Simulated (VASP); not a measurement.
# Sn (I4_1/amd) in VASP: notebook

The runs below take Sn through single point, with PBE+D4.

Everything below comes from runs of VASP 6.6.1. Logs are shortened: lines on timing, memory, paths and dates and some standing lists are left out, and cuts for length are marked.

## (1) The cell of the first run

It takes space group I4_1/amd (No. 141, tetragonal). Conventional cell: a = 5.941 Å, b = 5.941 Å, c = 3.243 Å, α = 90.00°, β = 90.00°, γ = 90.00°. Sn (site symmetry -4m2) has 10 Sn at 3.08 to 3.84 Å within 4.1 Å.

## (2) Single point, PBE+D4

File INCAR:

```
ALGO = Normal
EDIFF = 1E-6
ENCUT = 520
GGA = PE
ISIF = 2
ISMEAR = -1
IVDW = 13
LASPH = True
LCHARG = True
LELF = True
LREAL = False
LVHAR = True
LWAVE = False
NBANDS = 21
NELM = 80
PREC = Accurate
SIGMA = 0.1
```

File KPOINTS:

```
k-points
0
Gamma
  10 10 10
```

File POSCAR:

```
Sn
1.0
   -2.9706483658      2.9706483658      1.6216449170
    2.9706483658     -2.9706483658      1.6216449170
    2.9706483658      2.9706483658     -1.6216449170
Sn
2
Direct
    0.0000000000      0.0000000000      0.0000000000
    0.7500000000      0.2500000000      0.5000000000
```

Potentials or basis: VASP PAW PBE potentials, release 64 (Sn_d).

Run with:

```bash
cat potpaw_PBE.64/Sn_d/POTCAR > POTCAR
mpirun -np 1 vasp_std > vasp.out
```

OUTCAR:

```text
EDIFF = 1E-6
   ENCUT = 520
   GGA = PE
   ISIF = 2
   ISMEAR = -1
   IVDW = 13
   LASPH = True
   LREAL = False
   NELM = 80
   PREC = Accurate

 ion  position               nearest neighbor table
   1  0.000  0.000  0.000-   2 3.08   2 3.08   2 3.08   2 3.08
   2  0.750  0.250  0.500-   1 3.08   1 3.08   1 3.08   1 3.08

  LATTYP: Found a body centered tetragonal cell.
 ALAT       =     5.9412967316
 C/A-ratio  =     0.5458892192

  Lattice vectors:

 A1 = (  -2.9706483658,   2.9706483658,   1.6216449170)
 A2 = (   2.9706483658,  -2.9706483658,   1.6216449170)
 A3 = (   2.9706483658,   2.9706483658,  -1.6216449170)

Analysis of symmetry for initial positions (statically):
=====================================================================
 Subroutine PRICEL returns:
 Original cell was already a primitive cell.

 Routine SETGRP: Setting up the symmetry group for a
 body centered tetragonal supercell.

 Subroutine GETGRP returns: Found 16 space group operations
 (whereof  8 operations were pure point group operations)
 out of a pool of 16 trial point group operations.

The static configuration has the point symmetry D_2d.
 The point group associated with its full space group is D_4h.

Analysis of symmetry for dynamics (positions and initial velocities):
=====================================================================
 Subroutine PRICEL returns:
 Original cell was already a primitive cell.

 Routine SETGRP: Setting up the symmetry group for a
 body centered tetragonal supercell.

 Subroutine GETGRP returns: Found 16 space group operations
 (whereof  8 operations were pure point group operations)
 out of a pool of 16 trial point group operations.

The dynamic configuration has the point symmetry D_2d.
 The point group associated with its full space group is D_4h.

 Subroutine INISYM returns: Found 16 space group operations
 (whereof  8 operations are pure point group operations),
 and found     1 'primitive' translations

----------------------------------------------------------------------------------------

                                     Primitive cell

  volume of cell :      57.2425

  direct lattice vectors                    reciprocal lattice vectors
    -2.970648366  2.970648366  1.621644917     0.000000000  0.168313425  0.308328904
     2.970648366 -2.970648366  1.621644917     0.168313425  0.000000000  0.308328904
     2.970648366  2.970648366 -1.621644917     0.168313425  0.168313425  0.000000000

  length of vectors
     4.503247235  4.503247235  4.503247235     0.351277842  0.351277842  0.238031128

  position of ions in fractional coordinates (direct lattice)
     0.000000000  0.000000000  0.000000000
     0.750000000  0.250000000  0.500000000

  ion indices of the primitive-cell ions
   primitive index   ion index
                 1           1
                 2           2

----------------------------------------------------------------------------------------

 KPOINTS: k-points

Automatic generation of k-mesh.
 Grid dimensions read from file:
 generate k-points for:   10   10   10

 Generating k-lattice:

  Cartesian coordinates                     Fractional coordinates (reciprocal lattice)
     0.000000000  0.016831342  0.030832890     0.100000000  0.000000000 -0.000000000
     0.016831342  0.000000000  0.030832890     0.000000000  0.100000000 -0.000000000
     0.016831342  0.016831342  0.000000000     0.000000000  0.000000000  0.100000000

  Length of vectors
     0.035127784  0.035127784  0.023803113

  Shift w.r.t. Gamma in fractional coordinates (k-lattice)
     0.000000000  0.000000000  0.000000000

 Subroutine IBZKPT returns following result:
 ===========================================

 Found    102 irreducible k-points:

 Following reciprocal coordinates:
            Coordinates               Weight
  0.000000  0.000000  0.000000      1.000000
  0.100000  0.000000 -0.000000      8.000000
  0.200000  0.000000 -0.000000      8.000000
  0.300000  0.000000 -0.000000      8.000000
  0.400000  0.000000  0.000000      8.000000
  0.500000  0.000000 -0.000000      4.000000
[... 16 lines left out ...]
  0.300000  0.300000 -0.000000      8.000000
  0.400000  0.300000 -0.000000     16.000000
 [... further k-points ...]
   k-points           NKPTS =    102   k-points in BZ     NKDIM =    102   number of bands    NBANDS=     21
   number of dos      NEDOS =    301   number of ions     NIONS =      2
   total plane-waves  NPLWV =  46656
   dimension x,y,z NGX =    36 NGY =   36 NGZ =   36
   dimension x,y,z NGXF=    72 NGYF=   72 NGZF=   72
   ions per type =               2
   NGX,Y,Z   is equivalent  to a cutoff of  13.29, 13.29, 13.29 a.u.
   NGXF,Y,Z  is equivalent  to a cutoff of  26.58, 26.58, 26.58 a.u.
 SYSTEM =  unknown system
   PREC   = accura    normal or accurate (medium, high low for compatibility)
   ISTART =      0    job   : 0-new  1-cont  2-samecut
   ICHARG =      2    charge: 1-file 2-atom 10-const
   ISPIN  =      1    spin polarized calculation?
   LNONCOLLINEAR =      F non collinear calculations
   LSORBIT =      F    spin-orbit coupling
   LASPH  =      T    aspherical Exc in radial PAW
   ENCUT  =  520.0 eV  38.22 Ry    6.18 a.u.   8.37  8.37  8.37*2*pi/ulx,y,z
   NELM   =     80;   NELMIN=  2; NELMDL= -5     # of ELM steps
   EDIFF  = 0.1E-05   stopping-criterion for ELM
   LREAL  =      F    real-space projection
   EDIFFG = 0.1E-04   stopping-criterion for IOM
   NSW    =      0    number of steps for IOM
   IBRION =     -1    ionic relax: 0-MD 1-quasi-New 2-CG
   NFREE  =      0    steps in history (QN), initial steepest desc. (CG)
   ISIF   =      2    stress and relaxation
   ISYM   =      2    0-nonsym 1-usesym 2-fastsym
   POTIM  = 0.5000    time-step for ionic-motion
   TEBEG  =    0.0;   TEEND  =   0.0 temperature during run
   PSTRESS=    0.0 pullay stress
   NELECT =      28.0000    total number of electrons
   NUPDOWN=      -1.0000    fix difference up-down
   EMIN   =  10.00;   EMAX   =-10.00  energy-range for DOS
   EFERMI =   0.00;   METHOD = LEGACY
   ISMEAR =    -1;   SIGMA  =   0.10  broadening in eV -4-tet -1-fermi 0-gaus
   EFERMI_NEDOS =   21; number of points for ismear=-14 and -15
   IALGO  =     38    algorithm
   IMIX   =      4    mixing-type and parameters
     AMIX     =   0.40;   BMIX     =  1.00
     AMIX_MAG =   1.60;   BMIX_MAG =  1.00
  volume/ion in A,a.u.               =      28.62       193.15
  Fermi-wavevector in a.u.,A,eV,Ry     =   1.289896  2.437550 22.637811  1.663832
  Thomas-Fermi vector in A             =   2.421761
   LORBIT       =      0    0 simple, 1 ext, 2 COOP (PROOUT), +10 PAW based schemes
   GGA     = PE    functional components
   LHFCALC =     F    Hartree Fock is set to
   AEXX    =    0.0000 exact exchange contribution
   IVDW    =    13    specifies the selected vdW correction
   LEPSILON=     F    determine dielectric tensor
   LRPA    =     F    only Hartree local field effects (RPA)
 non-spin polarized calculation
  energy-cutoff  :      520.00
  volume of cell :       57.24
 maximum number of plane-waves:      1564
 NGX is ok and might be reduce to    36
   NGX = 17   NGY = 17   NGZ = 17

 number of electron      27.9999993 magnetization

 Free energy of the ion-electron system (eV)
  ---------------------------------------------------
  ext. energy  EPLUGINS =         0.00000000
  ---------------------------------------------------
  free energy    TOTEN  =        -7.62579169 eV

  energy without entropy =       -7.59274538  energy(sigma->0) =       -7.60926853

 E-fermi :   7.3609     XC(G=0): -10.0563

 val. band max:        7.3499468885   @ k =   0.2000   0.1000   0.0000
 cond. band min:       7.3633312267   @ k =  -0.3000   0.3000   0.2000
 fundamental gap:      0.0133843382
 Fermi energy:         7.3608831561

 k-point     1 :       0.0000    0.0000    0.0000
  band No.  band energies     occupation
      1     -14.2506      2.00000
      2     -14.1804      2.00000
      3     -14.1398      2.00000
      4     -14.1315      2.00000
      5     -14.0082      2.00000
      6     -14.0082      2.00000
[... 13 lines left out ...]
     20      16.9552      0.00000
     21      17.6016      0.00000

 k-point     2 :       0.1000    0.0000   -0.0000
  band No.  band energies     occupation
      1     -14.2453      2.00000
      2     -14.1637      2.00000
      3     -14.1338      2.00000
      4     -14.1125      2.00000
      5     -14.0191      2.00000
      6     -14.0166      2.00000
[... 13 lines left out ...]
     20      16.2752      0.00000
     21      16.3948      0.00000

 k-point     3 :       0.2000    0.0000   -0.0000
  band No.  band energies     occupation
      1     -14.2299      2.00000
      2     -14.1249      2.00000
      3     -14.1183      2.00000
      4     -14.0776      2.00000
      5     -14.0417      2.00000
      6     -14.0176      2.00000
[... 13 lines left out ...]
     20      14.9025      0.00000
     21      15.5988      0.00000

 k-point     4 :       0.3000    0.0000   -0.0000
  band No.  band energies     occupation
      1     -14.2104      2.00000
      2     -14.1024      2.00000
      3     -14.0972      2.00000
      4     -14.0798      2.00000
      5     -14.0613      2.00000
      6     -14.0287      2.00000
[... 13 lines left out ...]
     20      14.0437      0.00000
     21      16.1785      0.00000

 k-point     5 :       0.4000    0.0000    0.0000
  band No.  band energies     occupation
      1     -14.1942      2.00000
      2     -14.1104      2.00000
      3     -14.1048      2.00000
      4     -14.0831      2.00000
      5     -14.0576      2.00000
      6     -14.0430      2.00000
[... 13 lines left out ...]
     20      15.0880      0.00000
     21      17.2553      0.00000

 k-point     6 :       0.5000    0.0000   -0.0000
  band No.  band energies     occupation
      1     -14.1863      2.00000
      2     -14.1260      2.00000
      3     -14.1099      2.00000
      4     -14.0781      2.00000
      5     -14.0502      2.00000
      6     -14.0487      2.00000
[... 13 lines left out ...]
     20      16.6545      0.00000
     21      17.1066      0.00000

 k-point     7 :       0.1000    0.1000   -0.0000
  band No.  band energies     occupation
      1     -14.2356      2.00000
      2     -14.1229      2.00000
      3     -14.1222      2.00000
      4     -14.0677      2.00000
      5     -14.0393      2.00000
      6     -14.0317      2.00000
[... 13 lines left out ...]
     20      14.9456      0.00000
     21      15.1361      0.00000
[... 291 lines left out ...]
      1     -14.1895      2.00000
      2     -14.1352      2.00000
      3     -14.1157      2.00000
      4     -14.0825      2.00000
      5     -14.0517      2.00000
      6     -14.0144      2.00000
[... 13 lines left out ...]
     20      15.6497      0.00000
     21      16.6833      0.00000

 k-point    21 :      -0.3000    0.2000    0.0000
  band No.  band energies     occupation
      1     -14.2071      2.00000
      2     -14.1699      2.00000
      3     -14.1383      2.00000
      4     -14.1020      2.00000
      5     -14.0346      2.00000
      6     -13.9997      2.00000
[... 13 lines left out ...]
     20      17.0213      0.00000
     21      17.6419      0.00000

 k-point    22 :      -0.2000    0.2000    0.0000
  band No.  band energies     occupation
      1     -14.2229      2.00000
      2     -14.1845      2.00000
      3     -14.1479      2.00000
      4     -14.1171      2.00000
      5     -14.0222      2.00000
      6     -13.9944      2.00000
[... 13 lines left out ...]
     20      17.1087      0.00000
     21      17.2172      0.00000

 k-point    23 :       0.3000    0.3000   -0.0000
  band No.  band energies     occupation
      1     -14.1842      2.00000
      2     -14.1277      2.00000
      3     -14.0938      2.00000
      4     -14.0785      2.00000
      5     -14.0532      2.00000
      6     -14.0009      2.00000
[... 13 lines left out ...]
     20      15.1432      0.00000
     21      16.9709      0.00000

 k-point    24 :       0.4000    0.3000   -0.0000
  band No.  band energies     occupation
      1     -14.1671      2.00000
      2     -14.1273      2.00000
      3     -14.1042      2.00000
      4     -14.0809      2.00000
      5     -14.0442      2.00000
      6     -13.9970      2.00000
[... 13 lines left out ...]
     20      16.2664      0.00000
     21      17.0212      0.00000

 [... further k-points ...]

------------------------ aborting loop because EDIFF is reached ----------------------------------------

  DFT-D4 for vdW energy calculation

  Edisp (eV):   -0.81254

  FORCE on cell =-STRESS in cart. coord.  units (eV):
  Direction    XX          YY          ZZ          XY          YZ          ZX
  --------------------------------------------------------------------------------------
  -------------------------------------------------------------------------------------
  Total      -0.78107    -0.78107    -1.07583     0.00000     0.00000     0.00000
  in kB     -21.86163   -21.86163   -30.11168     0.00000     0.00000     0.00000
  external pressure =      -24.61 kB  Pullay stress =        0.00 kB

 VOLUME and BASIS-vectors are now :
 -----------------------------------------------------------------------------
  energy-cutoff  :      520.00
  volume of cell :       57.24
      direct lattice vectors                 reciprocal lattice vectors
    -2.970648366  2.970648366  1.621644917     0.000000000  0.168313425  0.308328904
     2.970648366 -2.970648366  1.621644917     0.168313425  0.000000000  0.308328904
     2.970648366  2.970648366 -1.621644917     0.168313425  0.168313425  0.000000000

 POSITION                                       TOTAL-FORCE (eV/Angst)
 -----------------------------------------------------------------------------------
      0.00000      0.00000      0.00000         0.000000     -0.000000     -0.000000
     -0.00000      2.97065      0.81082        -0.000000      0.000000      0.000000
 -----------------------------------------------------------------------------------
    total drift:                               -0.000000      0.000000     -0.000000

  FREE ENERGIE OF THE ION-ELECTRON SYSTEM (eV)
  ---------------------------------------------------
  free  energy   TOTEN  =        -8.4383339553 eV

  energy  without entropy=       -8.4052876393  energy(sigma->0) =       -8.42181080
```

Run time: 2.2 min. Hardware: 1 thread of Intel Xeon 8259CL, shared host; peak memory 0.26 GiB.

What came out:

* Free energy: -8.4383 eV
* Pressure: -2.5 GPa
* Band gap on the k mesh: zero (bands 14 and 15 overlap by 3.65 eV)
* Dispersion energy per atom: -0.406 eV

Caveat: spin-orbit coupling is left out, which moves the levels of the heavy elements.

(Continued in part 2 of 2.)
